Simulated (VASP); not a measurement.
TiO2 (Anatase): single point with PBE

Crystal: TiO2 (Anatase).

```
Ti O
1.0
    -1.88755    1.88755    4.71497
     1.88755   -1.88755    4.71497
     1.88755    1.88755   -4.71497
Ti O
2 4
Direct
  0.00000 0.00000 0.00000
  0.75000 0.25000 0.50000
  0.20992 0.20992 0.00000
  0.95992 0.45992 0.50000
  0.54008 0.04008 0.50000
  0.79008 0.79008 0.00000
```

This cell differs from its parent crystal: volume scaled by 0.960.

```json
{"Program": "VASP 6.6.1", "Task": "single point", "Functional": "PBE", "Potentials or basis": "VASP PAW PBE potentials, release 64 (Ti_sv, O)", "Cutoff": "520 eV", "k mesh": "10 × 10 × 10", "Occupations": "gaussian, width 0.05 eV", "Spin": "no spin polarisation"}
```

```yaml
Pressure: 8.2 GPa
Largest_force: 0.024 eV/Å
Band_gap_on_the_k_mesh: 2.08 eV, indirect (least direct gap 2.46 eV)
```

Forces in eV/Å, atoms in the order of the input:
```
Ti   0.000  0.000  0.000
Ti   0.000  0.000  0.000
O    0.000  0.000  0.024
O    0.000  0.000  0.024
O    0.000  0.000 -0.024
O    0.000  0.000 -0.024
```

Levels at points of the mesh, in eV from the valence-band top:
```
           k point  band 21  band 22  band 23  band 24  band 25  band 26  band 27  band 28
(0.00, 0.00, 0.00)    -0.76    -0.76    -0.51    -0.51     2.08     2.85     3.92     3.92
(0.50, 0.00, 0.00)    -2.00    -1.00    -0.87    -0.65     3.24     3.52     3.59     3.72
(0.50, 0.50, 0.00)    -2.15    -2.15    -0.02    -0.02     3.40     3.40     3.87     3.87
(0.50, 0.50, 0.50)    -1.31    -1.31    -0.15    -0.15     2.45     2.45     3.77     3.77
```

It took 5.6 min on 1 thread of Intel Xeon 6975P-C (shared host), peak memory 0.36 GiB.

 A k mesh can miss the band edges.
